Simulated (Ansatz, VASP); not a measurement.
# NaF: VASP beside Ansatz

```
Na F
1.0
    -0.73455    2.02002    2.02002
     2.02002   -0.73455    2.02002
     2.02002    2.02002   -0.73455
Na F
1 1
Direct
  0.00000 0.00000 0.00000
  0.50000 0.50000 0.50000
```

Alike in both runs: task single point; functional PBEsol; k mesh 10 × 10 × 10; occupations gaussian, width 0.05 eV; no spin polarisation.

|  | VASP | Ansatz |
| --- | --- | --- |
| version | VASP 6.6.1 | Ansatz 0.2.0 |
| potentials or method | VASP PAW PBE potentials, release 64 (Na_pv, F), cutoff 520 eV | scalar-relativistic, plane waves, PAW |
| valence electrons in the cell | 14 | 16 |

Ansatz gave:

- gap on the k mesh at the Fermi level (eV): 5.34
- least direct gap on the mesh (eV): 5.36
- pressure (GPa): -3.8
- traceless stress, the component that is largest in VASP (GPa): 1.36

Which values does VASP return?

gap on the k mesh at the Fermi level (eV): 5.32; least direct gap on the mesh (eV): 5.34; pressure (GPa): -3.9; traceless stress, the component that is largest in VASP (GPa): 1.32.

VASP's potentials were made for PBE, not for PBEsol. The functional is the same, so the differences come from potentials, cutoffs and numerics. VASP's potentials hold 14 valence electrons a cell and Ansatz's 16, so a difference there can come from the potentials and not from the codes.
